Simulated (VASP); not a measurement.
Write the native input for VASP 6.6.1 that does the following.

| Quantity | Value |
| --- | --- |
| Task | single point |
| Functional | PBE |
| Potentials or basis | VASP PAW PBE potentials, release 64 (Ge_d, Te, O) |
| Cutoff | 520 eV |
| k mesh | 6 × 6 × 2 |
| Occupations | gaussian, width 0.1 eV |
| Spin | no spin polarisation |
| Dipole correction | no |
| Further INCAR settings | ALGO = Normal; EDIFF = 1e-06; NBANDS = 35 |

The structure of Ge2Te3O lies in POSCAR:

```
Ge2Te3O
1.0
    5.0299183600      0.0000000000      0.0000000000
   -2.5149591800      4.3560370800      0.0000000000
    0.0000000000      0.0000000000      7.4978178700
Ge Te O
2 3 1
Direct
    0.0000000000      0.0000000000      0.7537976500
    0.0000000000      0.0000000000      0.2462023500
    0.5000000000      0.0000000000      0.0000000000
    0.0000000000      0.5000000000      0.0000000000
    0.5000000000      0.5000000000      0.0000000000
    0.0000000000      0.0000000000      0.5000000000
```

These files were run (other wordings do the same):

INCAR

```
PREC = Accurate
ENCUT = 520
EDIFF = 1E-6
ISMEAR = 0
SIGMA = 0.1
LREAL = False
LASPH = True
NELM = 100
ALGO = Normal
ISIF = 2
LWAVE = False
LCHARG = False
GGA = PE
NBANDS = 35
```

KPOINTS

```
regular mesh
0
Gamma
  6 6 2
```

Potentials or basis: VASP PAW PBE potentials, release 64 (Ge_d, Te, O).

Run with:

```bash
$ cat potpaw_PBE.64/Ge_d/POTCAR potpaw_PBE.64/Te/POTCAR potpaw_PBE.64/O/POTCAR > POTCAR
$ mpirun -np 1 vasp_std > vasp.out
```

Results of the run:

The pressure is 31.0 GPa and the largest force is 2.196 eV/Å. The band gap on the k mesh is zero (band 26 reaches 6.53 eV, above the bottom of band 27 at 4.51 eV).

Caveat: the k points lie up to 0.42 Å⁻¹ apart; spin-orbit coupling is left out, which moves the levels of the heavy elements; forces of over 1 eV/Å act on the atoms, so gaps and moduli don't describe the material at rest.

Wall time 65 s on 1 thread of Intel(R) Xeon(R) Platinum 8488C (Sapphire Rapids), with other jobs on the host, peak memory 0.33 GiB.
